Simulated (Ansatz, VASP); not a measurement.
## One calculation of Ca, two programs

```
CELL_PARAMETERS angstrom
3.61649 0.00000 0.00000
-1.80825 3.13197 0.00000
0.00000 0.00000 11.87923
ATOMIC_POSITIONS crystal
Ca 0.00000 0.00000 0.00000
Ca 0.00000 0.00000 0.50000
Ca 0.33333 0.66667 0.25000
Ca 0.66667 0.33333 0.75000
```

Alike in both runs: task single point; functional LDA; k mesh 11 × 11 × 3; occupations fermi-dirac, width 0.1 eV; no spin polarisation.

|  | VASP | Ansatz |
| --- | --- | --- |
| version | VASP 6.6.1 | Ansatz 0.2.0 |
| potentials or method | VASP PAW LDA potentials, release 64 (Ca_sv), cutoff 520 eV | plane waves (420 eV) with PAW, scalar-relativistic |
| valence electrons in the cell | 40 | 40 |

|  | VASP | Ansatz | Ansatz less VASP |
| --- | --- | --- | --- |
| pressure (GPa) | 3.0 | 3.0 | -0.02 |

Ansatz warns that its potentials were made for another functional, while VASP's fit it. LDA's correlation is that of Perdew and Zunger in VASP and of Perdew and Wang (1992) in Ansatz.
